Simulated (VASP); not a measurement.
# La2FeCo2C (Immm) in VASP: notebook

La2FeCo2C is run at these levels: PBE; tasks: single point.

Program: VASP 6.6.1. These are calculated values, not measurements. Logs are shortened: lines on timing, memory, paths and dates and some standing lists are left out, and cuts for length are marked.

### 1 The cell of the first run

The structure is orthorhombic, space group Immm (No. 71). The conventional cell has a = 4.075 Å, b = 5.948 Å, c = 8.946 Å, α = 90.00°, β = 90.00°, γ = 90.00°. Within 3.5 Å of La (site symmetry mm2) lie 2 C at 2.67 Å and 6 Co at 3.00 to 3.20 Å and 4 Fe at 3.42 to 3.44 Å and 1 La at 3.46 Å. Co (site symmetry m2m) has 1 C at 1.76 Å and 2 Fe at 2.37 Å and 1 Co at 2.42 Å within 2.5 Å. Within 3.1 Å of Fe (site symmetry mmm) lie 4 Co at 2.37 Å. Within 2.3 Å of C (site symmetry mmm) lie 2 Co at 1.76 Å.

### 2 Single point, PBE

INCAR

```
PREC     = Accurate       # precision mode
ENCUT    = 600            # plane-wave cutoff, eV
EDIFF    = 1E-6           # SCF threshold, eV
ISMEAR   = 0              # smearing method
SIGMA    = 0.0121         # smearing width, eV
LREAL    = False          # projectors in reciprocal space
LASPH    = True           # aspherical terms in the spheres
NELM     = 200            # most SCF steps
ALGO     = Normal         # electronic algorithm
ISIF     = 2              # what is computed and relaxed
LWAVE    = False          # write WAVECAR
LCHARG   = True           # write CHGCAR
GGA      = PE             # functional
LELF     = True           # ELF
LVHAR    = True         
NBANDS   = 47             # bands
GGA_COMPAT= False        
LMAXMIX  = 6              # l up to which the mixer works
```

KPOINTS

```
Automatic mesh
0
Gamma
  5 5 5
```

POSCAR

```
La2FeCo2C
1.0
   -2.0373043690      2.9738102984      4.4727553470
    4.0746087381      0.0000000000      0.0000000000
    2.0373043690      2.9738102984     -4.4727553470
La Co Fe C
2 2 1 1
Direct
    0.3065386310      0.8065386310      0.6934613690
    0.6934613690      0.1934613690      0.3065386310
    0.7964673687      0.5000000000      0.7964673687
    0.2035326313      0.5000000000      0.2035326313
    0.0000000000      0.0000000000      0.0000000000
    0.5000000000      0.5000000000      0.5000000000
```

Potentials or basis: VASP PAW PBE potentials, release 64 (La, Co_sv, Fe_sv, C).

Command:

```sh
$ cat potpaw_PBE.64/La/POTCAR potpaw_PBE.64/Co_sv/POTCAR potpaw_PBE.64/Fe_sv/POTCAR potpaw_PBE.64/C/POTCAR > POTCAR
$ mpirun -np 1 vasp_std > vasp.out
```

OUTCAR:

```text
PREC = Accurate
   ENCUT = 600
   EDIFF = 1E-6
   ISMEAR = 0
   LREAL = False
   LASPH = True
   NELM = 200
   ISIF = 2
   GGA = PE

 ion  position               nearest neighbor table
   1  0.307  0.807  0.693-   6 2.67   6 2.67   4 3.00   3 3.00   2 3.46
   2  0.693  0.193  0.307-   6 2.67   6 2.67   3 3.00   4 3.00   1 3.46
   3  0.796  0.500  0.796-   6 1.76   5 2.37   5 2.37   4 2.42   1 3.00   2 3.00
   4  0.204  0.500  0.204-   6 1.76   5 2.37   5 2.37   3 2.42   1 3.00   2 3.00
   5  0.000  0.000  0.000-   3 2.37   4 2.37   3 2.37   4 2.37
   6  0.500  0.500  0.500-   3 1.76   4 1.76   1 2.67   2 2.67   2 2.67   1 2.67

  LATTYP: Found a body centered orthorhombic cell.
 ALAT       =     4.0746087381
 B/A-ratio  =     1.4596789481
 C/A-ratio  =     2.1954281427

  Lattice vectors:

 A1 = (  -2.0373043690,   2.9738102984,   4.4727553470)
 A2 = (   2.0373043691,  -2.9738102984,   4.4727553470)
 A3 = (   2.0373043690,   2.9738102984,  -4.4727553470)

Analysis of symmetry for initial positions (statically):
=====================================================================
 Subroutine PRICEL returns:
 Original cell was already a primitive cell.

 Routine SETGRP: Setting up the symmetry group for a
 body centered orthorhombic supercell.

 Subroutine GETGRP returns: Found  8 space group operations
 (whereof  8 operations were pure point group operations)
 out of a pool of  8 trial point group operations.

The static configuration has the point symmetry D_2h.

Analysis of symmetry for dynamics (positions and initial velocities):
=====================================================================
 Subroutine PRICEL returns:
 Original cell was already a primitive cell.

 Routine SETGRP: Setting up the symmetry group for a
 body centered orthorhombic supercell.

 Subroutine GETGRP returns: Found  8 space group operations
 (whereof  8 operations were pure point group operations)
 out of a pool of  8 trial point group operations.

The dynamic configuration has the point symmetry D_2h.

 Subroutine INISYM returns: Found  8 space group operations
 (whereof  8 operations are pure point group operations),
 and found     1 'primitive' translations

----------------------------------------------------------------------------------------

                                     Primitive cell

  volume of cell :     108.3938

  direct lattice vectors                    reciprocal lattice vectors
    -2.037304369  2.973810298  4.472755347     0.000000000  0.168134464  0.111787916
     4.074608738  0.000000000  0.000000000     0.245422337  0.000000000  0.111787916
     2.037304369  2.973810298 -4.472755347     0.000000000  0.168134464 -0.111787916

  length of vectors
     5.744536289  4.074608738  5.744536289     0.201905265  0.269682520  0.201905265

  position of ions in fractional coordinates (direct lattice)
     0.306538631  0.806538631  0.693461369
     0.693461369  0.193461369  0.306538631
     0.796467369  0.500000000  0.796467369
     0.203532631  0.500000000  0.203532631
     0.000000000  0.000000000  0.000000000
     0.500000000  0.500000000  0.500000000

  ion indices of the primitive-cell ions
   primitive index   ion index
                 1           1
                 2           2
                 3           3
                 4           4
                 5           5
                 6           6

----------------------------------------------------------------------------------------

 KPOINTS: Automatic mesh

Automatic generation of k-mesh.
 Grid dimensions read from file:
 generate k-points for:    5    5    5

 Generating k-lattice:

  Cartesian coordinates                     Fractional coordinates (reciprocal lattice)
     0.000000000  0.033626893  0.022357583     0.200000000  0.000000000  0.000000000
     0.049084467  0.000000000  0.022357583     0.000000000  0.200000000 -0.000000000
     0.000000000  0.033626893 -0.022357583     0.000000000  0.000000000  0.200000000

  Length of vectors
     0.040381053  0.053936504  0.040381053

  Shift w.r.t. Gamma in fractional coordinates (k-lattice)
     0.000000000  0.000000000  0.000000000

 Subroutine IBZKPT returns following result:
 ===========================================

 Found     27 irreducible k-points:

 Following reciprocal coordinates:
            Coordinates               Weight
  0.000000  0.000000  0.000000      1.000000
  0.200000  0.000000  0.000000      4.000000
  0.400000  0.000000 -0.000000      4.000000
  0.000000  0.200000  0.000000      4.000000
  0.200000  0.200000  0.000000      8.000000
  0.400000  0.200000  0.000000      8.000000
[... 16 lines left out ...]
 -0.400000 -0.200000  0.200000      8.000000
 -0.200000 -0.200000  0.200000      4.000000
 [... further k-points ...]
   k-points           NKPTS =     27   k-points in BZ     NKDIM =     27   number of bands    NBANDS=     47
   number of dos      NEDOS =    301   number of ions     NIONS =      6
   total plane-waves  NPLWV =  82944
   dimension x,y,z NGX =    48 NGY =   36 NGZ =   48
   dimension x,y,z NGXF=    96 NGYF=   72 NGZF=   96
   ions per type =               2   2   1   1
   NGX,Y,Z   is equivalent  to a cutoff of  13.89, 14.69, 13.89 a.u.
   NGXF,Y,Z  is equivalent  to a cutoff of  27.78, 29.38, 27.78 a.u.
 SYSTEM =  unknown system
   PREC   = accura    normal or accurate (medium, high low for compatibility)
   ISTART =      0    job   : 0-new  1-cont  2-samecut
   ICHARG =      2    charge: 1-file 2-atom 10-const
   ISPIN  =      1    spin polarized calculation?
   LNONCOLLINEAR =      F non collinear calculations
   LSORBIT =      F    spin-orbit coupling
   LASPH  =      T    aspherical Exc in radial PAW
   ENCUT  =  600.0 eV  44.10 Ry    6.64 a.u.  11.47  8.14 11.47*2*pi/ulx,y,z
   NELM   =    200;   NELMIN=  2; NELMDL= -5     # of ELM steps
   EDIFF  = 0.1E-05   stopping-criterion for ELM
   LREAL  =      F    real-space projection
   EDIFFG = 0.1E-04   stopping-criterion for IOM
   NSW    =      0    number of steps for IOM
   IBRION =     -1    ionic relax: 0-MD 1-quasi-New 2-CG
   NFREE  =      0    steps in history (QN), initial steepest desc. (CG)
   ISIF   =      2    stress and relaxation
   ISYM   =      2    0-nonsym 1-usesym 2-fastsym
   POTIM  = 0.5000    time-step for ionic-motion
   TEBEG  =    0.0;   TEEND  =   0.0 temperature during run
   PSTRESS=    0.0 pullay stress
   NELECT =      76.0000    total number of electrons
   NUPDOWN=      -1.0000    fix difference up-down
   EMIN   =  10.00;   EMAX   =-10.00  energy-range for DOS
   EFERMI =   0.00;   METHOD = LEGACY
   ISMEAR =     0;   SIGMA  =   0.01  broadening in eV -4-tet -1-fermi 0-gaus
   EFERMI_NEDOS =   21; number of points for ismear=-14 and -15
   IALGO  =     38    algorithm
   IMIX   =      4    mixing-type and parameters
     AMIX     =   0.40;   BMIX     =  1.00
     AMIX_MAG =   1.60;   BMIX_MAG =  1.00
  volume/ion in A,a.u.               =      18.07       121.91
  Fermi-wavevector in a.u.,A,eV,Ry     =   1.454380  2.748380 28.779335  2.115221
  Thomas-Fermi vector in A             =   2.571537
   LORBIT       =      0    0 simple, 1 ext, 2 COOP (PROOUT), +10 PAW based schemes
   GGA     = PE    functional components
   LHFCALC =     F    Hartree Fock is set to
   AEXX    =    0.0000 exact exchange contribution
   IVDW    =     0    specifies the selected vdW correction
   LEPSILON=     F    determine dielectric tensor
   LRPA    =     F    only Hartree local field effects (RPA)
 non-spin polarized calculation
 Gauss-broadening in eV      SIGMA  =   0.01
  energy-cutoff  :      600.00
  volume of cell :      108.39
 maximum number of plane-waves:      3634
 NGX is ok and might be reduce to    48
   NGX = 23   NGY = 17   NGZ = 23

 number of electron      76.0000034 magnetization

 Free energy of the ion-electron system (eV)
  ---------------------------------------------------
  ext. energy  EPLUGINS =         0.00000000
  ---------------------------------------------------
  free energy    TOTEN  =       -41.78075194 eV

  energy without entropy =      -41.78053251  energy(sigma->0) =      -41.78064223

 E-fermi :   9.3967     XC(G=0): -11.2371

 val. band max:        9.3909940338   @ k =  -0.2000   0.2000  -0.0000
 cond. band min:       9.4150787821   @ k =  -0.4000   0.4000   0.0000
 fundamental gap:      0.0240847484
 Fermi energy:         9.3966780905

 k-point     1 :       0.0000    0.0000    0.0000
  band No.  band energies     occupation
      1     -85.6248      2.00000
      2     -85.6117      2.00000
      3     -77.1984      2.00000
      4     -49.2802      2.00000
      5     -49.1677      2.00000
      6     -48.7824      2.00000
[... 39 lines left out ...]
     46      11.6790      0.00000
     47      11.7058      0.00000

 k-point     2 :       0.2000    0.0000    0.0000
  band No.  band energies     occupation
      1     -85.6249      2.00000
      2     -85.6117      2.00000
      3     -77.1984      2.00000
      4     -49.2800      2.00000
      5     -49.1677      2.00000
      6     -48.7823      2.00000
[... 39 lines left out ...]
     46      11.5379      0.00000
     47      11.5540      0.00000

 k-point     3 :       0.4000    0.0000   -0.0000
  band No.  band energies     occupation
      1     -85.6249      2.00000
      2     -85.6117      2.00000
      3     -77.1984      2.00000
      4     -49.2802      2.00000
      5     -49.1676      2.00000
      6     -48.7822      2.00000
[... 39 lines left out ...]
     46      11.5006      0.00000
     47      11.5780      0.00000

 k-point     4 :       0.0000    0.2000    0.0000
  band No.  band energies     occupation
      1     -85.6248      2.00000
      2     -85.6117      2.00000
      3     -77.1984      2.00000
      4     -49.2809      2.00000
      5     -49.1676      2.00000
      6     -48.7810      2.00000
[... 939 lines left out ...]
     46      11.1641      0.00000
     47      11.6273      0.00000

 k-point    23 :      -0.4000   -0.2000    0.2000
  band No.  band energies     occupation
      1     -85.6248      2.00000
      2     -85.6117      2.00000
      3     -77.1984      2.00000
      4     -49.2808      2.00000
      5     -49.1674      2.00000
      6     -48.7809      2.00000
[... 39 lines left out ...]
     46      11.5753      0.00000
     47      11.6932      0.00000

 k-point    24 :      -0.2000   -0.2000    0.2000
  band No.  band energies     occupation
      1     -85.6248      2.00000
      2     -85.6117      2.00000
      3     -77.1984      2.00000
      4     -49.2809      2.00000
      5     -49.1675      2.00000
      6     -48.7812      2.00000
[... 39 lines left out ...]
     46      11.5851      0.00000
     47      11.6358      0.00000

 [... further k-points ...]

------------------------ aborting loop because EDIFF is reached ----------------------------------------

  FORCE on cell =-STRESS in cart. coord.  units (eV):
  Direction    XX          YY          ZZ          XY          YZ          ZX
  --------------------------------------------------------------------------------------
  -------------------------------------------------------------------------------------
  Total       -0.8162122     -0.7376792     -0.7825144     -0.0000000      0.0000000     -0.0000000
  in kB      -12.0645007    -10.9036980    -11.5664105     -0.0000000      0.0000000     -0.0000000
  external PRESSURE =     -11.5115364 kB  Pullay stress =       0.0000000 kB

 VOLUME and BASIS-vectors are now :
 -----------------------------------------------------------------------------
  energy-cutoff  :      600.00
  volume of cell :      108.39
      direct lattice vectors                 reciprocal lattice vectors
    -2.037304369  2.973810298  4.472755347     0.000000000  0.168134464  0.111787916
     4.074608738  0.000000000  0.000000000     0.245422337  0.000000000  0.111787916
     2.037304369  2.973810298 -4.472755347     0.000000000  0.168134464 -0.111787916

 POSITION                                       TOTAL-FORCE (eV/Angst)
 -----------------------------------------------------------------------------------
      4.07461      2.97381     -1.73061        -0.000000      0.000000     -0.001664
      0.00000      2.97381      1.73061         0.000000      0.000000      0.001664
      2.03730      4.73709      0.00000         0.000000      0.024817      0.000000
      2.03730      1.21053      0.00000         0.000000     -0.024817      0.000000
      0.00000      0.00000      0.00000         0.000000      0.000000      0.000000
      2.03730      2.97381      0.00000        -0.000000      0.000000     -0.000000
 -----------------------------------------------------------------------------------
    total drift:                               -0.000000     -0.000000      0.000000

  FREE ENERGIE OF THE ION-ELECTRON SYSTEM (eV)
  ---------------------------------------------------
  free  energy   TOTEN  =       -41.7807519436 eV

  energy  without entropy=      -41.7805325078  energy(sigma->0) =      -41.78064223
```

Run time: 7.3 min. Hardware: 1 thread of Intel Xeon Platinum 8259CL at 2.50GHz (Skylake/Cascade Lake), shared host; peak memory 0.4 GiB.

What came out:

* Free energy: -41.7808 eV
* Pressure: -1.2 GPa
* Largest force: 0.025 eV/Å
* Band gap on the k mesh: zero (bands 38 and 39 overlap by 0.30 eV)

Forces in eV/Å, atoms in the order of the input:
```
La   0.000  0.000 -0.002
La   0.000  0.000  0.002
Co   0.000  0.025  0.000
Co   0.000 -0.025  0.000
Fe   0.000  0.000  0.000
C    0.000  0.000  0.000
```

Caveat: spin-orbit coupling is left out, which moves the levels of the heavy elements; the run has no spin polarisation, though such a crystal can be magnetic.

### 3 Single point, PBE

INCAR

```
PREC = Accurate
ENCUT = 600
EDIFF = 1E-6
ISMEAR = 0
SIGMA = 0.0121
LREAL = F
LASPH = T
NELM = 200
ALGO = Normal
ISIF = 2
LWAVE = F
LCHARG = F
GGA = PE
NBANDS = 47
GGA_COMPAT = F
LMAXMIX = 6
```

KPOINTS is that of step 2.

POSCAR

```
La2FeCo2C
1.0
   -2.0373046678      2.9738106400      4.4727542349
    4.0746093355      0.0000000000      0.0000000000
    2.0373046678      2.9738106400     -4.4727542349
La Co Fe C
2 2 1 1
Direct
    0.3065386164      0.8065386164      0.6934613836
    0.6934613836      0.1934613836      0.3065386164
    0.7964673142      0.5000000000      0.7964673142
    0.2035326858      0.5000000000      0.2035326858
    0.0000000000      0.0000000000      0.0000000000
    0.5000000000      0.5000000000      0.5000000000
```

Potentials or basis: VASP PAW PBE potentials, release 64 (La, Co_sv, Fe_sv, C).

Command:

```sh
$ cat potpaw_PBE.64/La/POTCAR potpaw_PBE.64/Co_sv/POTCAR potpaw_PBE.64/Fe_sv/POTCAR potpaw_PBE.64/C/POTCAR > POTCAR
$ mpirun -np 1 vasp_std > vasp.out
```

It took 4.7 min on 1 thread of Intel Xeon Platinum 8488C (Sapphire Rapids), shared host; peak memory 0.4 GiB.

It converged, with:

```yaml
Free_energy: -41.7808 eV
Pressure: -1.2 GPa
Largest_force: 0.025 eV/Å
Band_gap_on_the_k_mesh: zero (bands 38 and 39 overlap by 0.30 eV)
```

Forces in eV/Å, atoms in the order of the input:
```
La   0.000  0.000 -0.002
La   0.000  0.000  0.002
Co   0.000  0.025  0.000
Co   0.000 -0.025  0.000
Fe   0.000  0.000  0.000
C    0.000  0.000  0.000
```

Stress tensor (GPa, compression positive):
```
-1.22  0.00  0.00
 0.00 -1.10  0.00
 0.00  0.00 -1.17
```

Levels at points of the mesh, in eV from the Fermi level:
```tsv
k point	band 34	band 35	band 36	band 37	band 38	band 39	band 40	band 41	band 42	band 43
(0.00, 0.00, 0.00)	-1.24	-1.08	-0.96	-0.62	-0.56	-0.08	0.03	0.33	0.65	1.56
```

Caveat: spin-orbit coupling is left out, which moves the levels of the heavy elements; the run has no spin polarisation, though such a crystal can be magnetic.
